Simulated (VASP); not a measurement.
# As2O (antifluorite type) (Fm-3m) in VASP: a series of runs

As2O (antifluorite type) is run at these levels: PBE; tasks: single point.

Program: VASP 6.6.1. These are calculated values, not measurements. Logs are shortened: lines on timing, memory, paths and dates and some standing lists are left out, and cuts for length are marked.

### 1 The cell of the first run

The structure is cubic, space group Fm-3m (No. 225). The conventional cell has a = 5.875 Å, b = 5.875 Å, c = 5.875 Å, α = 90.00°, β = 90.00°, γ = 90.00°. Within 3.4 Å of As (site symmetry -43m) lie 4 O at 2.54 Å and 6 As at 2.94 Å. O (site symmetry m-3m) has 8 As at 2.54 Å within 3.4 Å.

### 2 Single point, PBE

The input, INCAR:

```
SYSTEM = As2O
PREC = Accurate
ENCUT = 520
EDIFF = 1E-7
ISMEAR = -1
SIGMA = 0.06122561905347299
LREAL = .False.
LASPH = .True.
NELM = 80
ALGO = Normal
ISIF = 2
LWAVE = .False.
LCHARG = .False.
GGA = PE
NBANDS = 15
```

The input, KPOINTS:

```
Automatic mesh
0
Gamma
  33 33 33
  0 0 0
```

The input, POSCAR:

```
As2O
1.0
    0.0000000000      2.9372871904      2.9372871904
    2.9372871904      0.0000000000      2.9372871904
    2.9372871904      2.9372871904      0.0000000000
As O
2 1
Direct
    0.2500000000      0.2500000000      0.2500000000
    0.7500000000      0.7500000000      0.7500000000
    0.0000000000      0.0000000000      0.0000000000
```

Potentials or basis: VASP PAW PBE potentials, release 64 (As, O).

Launch:

```
$ cat potpaw_PBE.64/As/POTCAR potpaw_PBE.64/O/POTCAR > POTCAR
$ mpirun -np 1 vasp_std > vasp.out
```

OUTCAR:

```text
SYSTEM = As2O
   PREC = Accurate
   ENCUT = 520
   EDIFF = 1E-7
   ISMEAR = -1
   LREAL = .False.
   LASPH = .True.
   NELM = 80
   ISIF = 2
   GGA = PE

 ion  position               nearest neighbor table
   1  0.250  0.250  0.250-
   2  0.750  0.750  0.750-
   3  0.000  0.000  0.000-

  LATTYP: Found a face centered cubic cell.
 ALAT       =     5.8745743808

  Lattice vectors:

 A1 = (   0.0000000000,   2.9372871904,   2.9372871904)
 A2 = (   2.9372871904,   0.0000000000,   2.9372871904)
 A3 = (   2.9372871904,   2.9372871904,   0.0000000000)

Analysis of symmetry for initial positions (statically):
=====================================================================
 Subroutine PRICEL returns:
 Original cell was already a primitive cell.

 Routine SETGRP: Setting up the symmetry group for a
 face centered cubic supercell.

 Subroutine GETGRP returns: Found 48 space group operations
 (whereof 48 operations were pure point group operations)
 out of a pool of 48 trial point group operations.

The static configuration has the point symmetry O_h .

Analysis of symmetry for dynamics (positions and initial velocities):
=====================================================================
 Subroutine PRICEL returns:
 Original cell was already a primitive cell.

 Routine SETGRP: Setting up the symmetry group for a
 face centered cubic supercell.

 Subroutine GETGRP returns: Found 48 space group operations
 (whereof 48 operations were pure point group operations)
 out of a pool of 48 trial point group operations.

The dynamic configuration has the point symmetry O_h .

 Subroutine INISYM returns: Found 48 space group operations
 (whereof 48 operations are pure point group operations),
 and found     1 'primitive' translations

----------------------------------------------------------------------------------------

                                     Primitive cell

  volume of cell :      50.6838

  direct lattice vectors                    reciprocal lattice vectors
     0.000000000  2.937287190  2.937287190    -0.170225098  0.170225098  0.170225098
     2.937287190  0.000000000  2.937287190     0.170225098 -0.170225098  0.170225098
     2.937287190  2.937287190  0.000000000     0.170225098  0.170225098 -0.170225098

  length of vectors
     4.153951381  4.153951381  4.153951381     0.294838519  0.294838519  0.294838519

  position of ions in fractional coordinates (direct lattice)
     0.250000000  0.250000000  0.250000000
     0.750000000  0.750000000  0.750000000
     0.000000000  0.000000000  0.000000000

  ion indices of the primitive-cell ions
   primitive index   ion index
                 1           1
                 2           2
                 3           3

----------------------------------------------------------------------------------------

 KPOINTS: Automatic mesh

Automatic generation of k-mesh.
 Grid dimensions read from file:
 generate k-points for:   33   33   33

 Generating k-lattice:

  Cartesian coordinates                     Fractional coordinates (reciprocal lattice)
    -0.005158336  0.005158336  0.005158336     0.030303030  0.000000000  0.000000000
     0.005158336 -0.005158336  0.005158336     0.000000000  0.030303030  0.000000000
     0.005158336  0.005158336 -0.005158336     0.000000000  0.000000000  0.030303030

  Length of vectors
     0.008934501  0.008934501  0.008934501

  Shift w.r.t. Gamma in fractional coordinates (k-lattice)
     0.000000000  0.000000000  0.000000000

 Subroutine IBZKPT returns following result:
 ===========================================

 Found    969 irreducible k-points:

 Following reciprocal coordinates:
            Coordinates               Weight
  0.000000  0.000000  0.000000      1.000000
  0.030303  0.000000  0.000000      8.000000
  0.060606  0.000000  0.000000      8.000000
  0.090909  0.000000  0.000000      8.000000
  0.121212  0.000000  0.000000      8.000000
  0.151515  0.000000  0.000000      8.000000
[... 16 lines left out ...]
  0.181818  0.030303  0.000000     24.000000
  0.212121  0.030303  0.000000     24.000000
 [... further k-points ...]
   k-points           NKPTS =    969   k-points in BZ     NKDIM =    969   number of bands    NBANDS=     15
   number of dos      NEDOS =    301   number of ions     NIONS =      3
   total plane-waves  NPLWV =  32768
   dimension x,y,z NGX =    32 NGY =   32 NGZ =   32
   dimension x,y,z NGXF=    64 NGYF=   64 NGZF=   64
   ions per type =               2   1
   NGX,Y,Z   is equivalent  to a cutoff of  12.81, 12.81, 12.81 a.u.
   NGXF,Y,Z  is equivalent  to a cutoff of  25.61, 25.61, 25.61 a.u.
 SYSTEM =  As2O
   PREC   = accura    normal or accurate (medium, high low for compatibility)
   ISTART =      0    job   : 0-new  1-cont  2-samecut
   ICHARG =      2    charge: 1-file 2-atom 10-const
   ISPIN  =      1    spin polarized calculation?
   LNONCOLLINEAR =      F non collinear calculations
   LSORBIT =      F    spin-orbit coupling
   LASPH  =      T    aspherical Exc in radial PAW
   ENCUT  =  520.0 eV  38.22 Ry    6.18 a.u.   7.72  7.72  7.72*2*pi/ulx,y,z
   NELM   =     80;   NELMIN=  2; NELMDL= -5     # of ELM steps
   EDIFF  = 0.1E-06   stopping-criterion for ELM
   LREAL  =      F    real-space projection
   EDIFFG = 0.1E-05   stopping-criterion for IOM
   NSW    =      0    number of steps for IOM
   IBRION =     -1    ionic relax: 0-MD 1-quasi-New 2-CG
   NFREE  =      0    steps in history (QN), initial steepest desc. (CG)
   ISIF   =      2    stress and relaxation
   ISYM   =      2    0-nonsym 1-usesym 2-fastsym
   POTIM  = 0.5000    time-step for ionic-motion
   TEBEG  =    0.0;   TEEND  =   0.0 temperature during run
   PSTRESS=    0.0 pullay stress
   NELECT =      16.0000    total number of electrons
   NUPDOWN=      -1.0000    fix difference up-down
   EMIN   =  10.00;   EMAX   =-10.00  energy-range for DOS
   EFERMI =   0.00;   METHOD = LEGACY
   ISMEAR =    -1;   SIGMA  =   0.06  broadening in eV -4-tet -1-fermi 0-gaus
   EFERMI_NEDOS =   21; number of points for ismear=-14 and -15
   IALGO  =     38    algorithm
   IMIX   =      4    mixing-type and parameters
     AMIX     =   0.40;   BMIX     =  1.00
     AMIX_MAG =   1.60;   BMIX_MAG =  1.00
  volume/ion in A,a.u.               =      16.89       114.01
  Fermi-wavevector in a.u.,A,eV,Ry     =   1.114701  2.106480 16.906034  1.242558
  Thomas-Fermi vector in A             =   2.251299
   LORBIT       =      0    0 simple, 1 ext, 2 COOP (PROOUT), +10 PAW based schemes
   GGA     = PE    functional components
   LHFCALC =     F    Hartree Fock is set to
   AEXX    =    0.0000 exact exchange contribution
   IVDW    =     0    specifies the selected vdW correction
   LEPSILON=     F    determine dielectric tensor
   LRPA    =     F    only Hartree local field effects (RPA)
 non-spin polarized calculation
  energy-cutoff  :      520.00
  volume of cell :       50.68
 maximum number of plane-waves:      1387
   NGX = 15   NGY = 15   NGZ = 15

 number of electron      15.9999996 magnetization

 Free energy of the ion-electron system (eV)
  ---------------------------------------------------
  ext. energy  EPLUGINS =         0.00000000
  ---------------------------------------------------
  free energy    TOTEN  =       -12.53317374 eV

  energy without entropy =      -12.50305651  energy(sigma->0) =      -12.51811513

 E-fermi :   4.7839     XC(G=0): -10.3994

 val. band max:        4.7822682443   @ k =  -0.3939   0.1515   0.0000
 cond. band min:       4.7843290766   @ k =  -0.4848   0.2121   0.0303
 fundamental gap:      0.0020608322
 Fermi energy:         4.7838972327

 k-point     1 :       0.0000    0.0000    0.0000
  band No.  band energies     occupation
      1     -13.5901      2.00000
      2      -6.8421      2.00000
      3      -2.1401      2.00000
      4       1.1806      2.00000
      5       1.1806      2.00000
      6       1.1806      2.00000
      7       2.8694      2.00000
      8       2.8694      2.00000
      9       2.8694      2.00000
     10       8.1583      0.00000
     11       8.1583      0.00000
     12       8.1583      0.00000
     13      12.4050      0.00000
     14      12.4050      0.00000
     15      13.3132      0.00000

 k-point     2 :       0.0303    0.0000    0.0000
  band No.  band energies     occupation
      1     -13.5861      2.00000
      2      -6.8435      2.00000
      3      -2.1688      2.00000
      4       1.1484      2.00000
      5       1.1672      2.00000
      6       1.1672      2.00000
      7       2.8882      2.00000
      8       2.8882      2.00000
      9       2.9466      2.00000
     10       8.1243      0.00000
     11       8.1243      0.00000
     12       8.1308      0.00000
     13      12.4655      0.00000
     14      12.4655      0.00000
     15      13.3468      0.00000

 k-point     3 :       0.0606    0.0000    0.0000
  band No.  band energies     occupation
      1     -13.5743      2.00000
      2      -6.8474      2.00000
      3      -2.2549      2.00000
      4       1.0766      2.00000
      5       1.1293      2.00000
      6       1.1293      2.00000
      7       2.9420      2.00000
      8       2.9420      2.00000
      9       3.1522      2.00000
     10       8.0287      0.00000
     11       8.0287      0.00000
     12       8.0525      0.00000
     13      12.6408      0.00000
     14      12.6408      0.00000
     15      13.4290      0.00000
[... 343 lines left out ...]
 k-point    23 :       0.1818    0.0303    0.0000
  band No.  band energies     occupation
      1     -13.4676      2.00000
      2      -6.8691      2.00000
      3      -3.0141      2.00000
      4       0.7743      2.00000
      5       0.9629      2.00000
      6       1.0081      2.00000
      7       3.3103      2.00000
      8       3.3860      2.00000
      9       4.3190      1.99899
     10       7.0099      0.00000
     11       7.6426      0.00000
     12       7.7184      0.00000
     13      13.3083      0.00000
     14      13.7707      0.00000
     15      14.2575      0.00000

 k-point    24 :       0.2121    0.0303    0.0000
  band No.  band energies     occupation
      1     -13.4267      2.00000
      2      -6.8705      2.00000
      3      -3.2929      2.00000
      4       0.6967      2.00000
      5       0.8897      2.00000
      6       1.1013      2.00000
      7       3.4298      2.00000
      8       3.4993      2.00000
      9       4.6103      1.88917
     10       6.8333      0.00000
     11       7.4812      0.00000
     12       7.5736      0.00000
     13      13.2204      0.00000
     14      14.2492      0.00000
     15      14.6100      0.00000

 [... further k-points ...]

------------------------ aborting loop because EDIFF is reached ----------------------------------------

  FORCE on cell =-STRESS in cart. coord.  units (eV):
  Direction    XX          YY          ZZ          XY          YZ          ZX
  --------------------------------------------------------------------------------------
  -------------------------------------------------------------------------------------
  Total       -1.5069391     -1.5069391     -1.5069391      0.0000000     -0.0000000      0.0000000
  in kB      -47.6361942    -47.6361942    -47.6361942      0.0000000     -0.0000000      0.0000000
  external PRESSURE =     -47.6361942 kB  Pullay stress =       0.0000000 kB

 VOLUME and BASIS-vectors are now :
 -----------------------------------------------------------------------------
  energy-cutoff  :      520.00
  volume of cell :       50.68
      direct lattice vectors                 reciprocal lattice vectors
     0.000000000  2.937287190  2.937287190    -0.170225098  0.170225098  0.170225098
     2.937287190  0.000000000  2.937287190     0.170225098 -0.170225098  0.170225098
     2.937287190  2.937287190  0.000000000     0.170225098  0.170225098 -0.170225098

 POSITION                                       TOTAL-FORCE (eV/Angst)
 -----------------------------------------------------------------------------------
      1.46864      1.46864      1.46864         0.000000     -0.000000      0.000000
      4.40593      4.40593      4.40593        -0.000000      0.000000     -0.000000
      0.00000      0.00000      0.00000        -0.000000     -0.000000      0.000000
 -----------------------------------------------------------------------------------
    total drift:                                0.000000     -0.000000      0.000000

  FREE ENERGIE OF THE ION-ELECTRON SYSTEM (eV)
  ---------------------------------------------------
  free  energy   TOTEN  =       -12.5331737417 eV

  energy  without entropy=      -12.5030565097  energy(sigma->0) =      -12.51811513
```

It took 25 min on 1 thread of AMD EPYC 7R13, shared host; peak memory 0.7 GiB.

Results:

```yaml
Free_energy: -12.5332 eV
Pressure: -4.8 GPa
Band_gap_on_the_k_mesh: zero (bands 8 and 9 overlap by 2.57 eV)
```

Caveat: the cell stands under tension.

### 3 Single point, PBE

This run uses another cell than the first one, of 16.26 Å³/atom.

The input, INCAR:

```
SYSTEM = As2O
PREC     = Accurate       ! precision mode
ENCUT    = 520            ! plane-wave cutoff, eV
EDIFF    = 1E-7           ! SCF threshold, eV
ISMEAR   = -1             ! smearing method
SIGMA    = 0.06122561905347299 ! smearing width, eV
LREAL    = .False.        ! projectors in reciprocal space
LASPH    = .True.         ! aspherical terms in the spheres
NELM     = 60             ! most SCF steps
ALGO     = Normal         ! electronic algorithm
ISIF     = 2              ! what is computed and relaxed
LWAVE    = .False.        ! write WAVECAR
LCHARG   = .True.         ! write CHGCAR
GGA      = PE             ! functional
LELF     = .True.         ! ELF
LVHAR    = .True.       
NBANDS   = 15             ! bands
```

The input, KPOINTS:

```
regular mesh
0
Gamma
  33 33 33
  0 0 0
```

The input, POSCAR:

```
As2O
1.0
    0.0000000000      2.8998654443      2.8998654443
    2.8998654443      0.0000000000      2.8998654443
    2.8998654443      2.8998654443      0.0000000000
As O
2 1
Direct
    0.2500000000      0.2500000000      0.2500000000
    0.7500000000      0.7500000000      0.7500000000
    0.0000000000      0.0000000000      0.0000000000
```

Potentials or basis: VASP PAW PBE potentials, release 64 (As, O).

Launch:

```
$ cat potpaw_PBE.64/As/POTCAR potpaw_PBE.64/O/POTCAR > POTCAR
$ mpirun -np 1 vasp_std > vasp.out
```

OUTCAR:

```text
SYSTEM = As2O
   PREC = Accurate
   ENCUT = 520
   EDIFF = 1E-7
   ISMEAR = -1
   LREAL = .False.
   LASPH = .True.
   NELM = 60
   ISIF = 2
   GGA = PE

 ion  position               nearest neighbor table
   1  0.250  0.250  0.250-   2 2.90   2 2.90   2 2.90   2 2.90   2 2.90   2 2.90
   2  0.750  0.750  0.750-   1 2.90   1 2.90   1 2.90   1 2.90   1 2.90   1 2.90
   3  0.000  0.000  0.000-

  LATTYP: Found a face centered cubic cell.
 ALAT       =     5.7997308886

  Lattice vectors:

 A1 = (   0.0000000000,   2.8998654443,   2.8998654443)
 A2 = (   2.8998654443,   0.0000000000,   2.8998654443)
 A3 = (   2.8998654443,   2.8998654443,   0.0000000000)

Analysis of symmetry for initial positions (statically):
=====================================================================
 Subroutine PRICEL returns:
 Original cell was already a primitive cell.

 Routine SETGRP: Setting up the symmetry group for a
 face centered cubic supercell.

 Subroutine GETGRP returns: Found 48 space group operations
 (whereof 48 operations were pure point group operations)
 out of a pool of 48 trial point group operations.

The static configuration has the point symmetry O_h .
[... 179 lines left out ...]
      9       3.1945      2.00000
     10       8.6860      0.00000
     11       8.6860      0.00000
     12       8.6860      0.00000
     13      12.8110      0.00000
     14      12.8110      0.00000
[... 401 lines left out ...]
      2      -6.5577      2.00000
      3      -2.8346      2.00000
      4       0.9059      2.00000
      5       1.1064      2.00000
      6       1.4019      2.00000
      7       3.7746      2.00000
      8       3.8464      2.00000
      9       5.0393      1.86773
     10       7.3016      0.00000
     11       7.9674      0.00000
     12       8.1070      0.00000
     13      13.7680      0.00000
     14      14.7411      0.00000
     15      15.1256      0.00000

 [... further k-points ...]

------------------------ aborting loop because EDIFF is reached ----------------------------------------

  FORCE on cell =-STRESS in cart. coord.  units (eV):
  Direction    XX          YY          ZZ          XY          YZ          ZX
  --------------------------------------------------------------------------------------
  -------------------------------------------------------------------------------------
  Total       -0.5589590     -0.5589590     -0.5589590      0.0000000      0.0000000      0.0000000
  in kB      -18.3622955    -18.3622955    -18.3622955      0.0000000      0.0000000      0.0000000
  external PRESSURE =     -18.3622955 kB  Pullay stress =       0.0000000 kB

 VOLUME and BASIS-vectors are now :
 -----------------------------------------------------------------------------
  energy-cutoff  :      520.00
  volume of cell :       48.77
      direct lattice vectors                 reciprocal lattice vectors
     0.000000000  2.899865444  2.899865444    -0.172421793  0.172421793  0.172421793
     2.899865444  0.000000000  2.899865444     0.172421793 -0.172421793  0.172421793
     2.899865444  2.899865444  0.000000000     0.172421793  0.172421793 -0.172421793

 POSITION                                       TOTAL-FORCE (eV/Angst)
 -----------------------------------------------------------------------------------
      1.44993      1.44993      1.44993        -0.000000     -0.000000     -0.000000
      4.34980      4.34980      4.34980         0.000000      0.000000      0.000000
      0.00000      0.00000      0.00000         0.000000      0.000000      0.000000
 -----------------------------------------------------------------------------------
    total drift:                                0.000000     -0.000000      0.000000

  FREE ENERGIE OF THE ION-ELECTRON SYSTEM (eV)
  ---------------------------------------------------
  free  energy   TOTEN  =       -12.5722268569 eV

  energy  without entropy=      -12.5440185380  energy(sigma->0) =      -12.55812270
```

Wall time 27 min (1 thread of Intel Xeon 8259CL, shared host); peak memory 0.7 GiB.

Results:

| Item | Value |
| --- | --- |
| Free energy | -12.5722 eV |
| Pressure | -1.8 GPa |
| Band gap on the k mesh | zero (bands 8 and 9 overlap by 2.69 eV) |
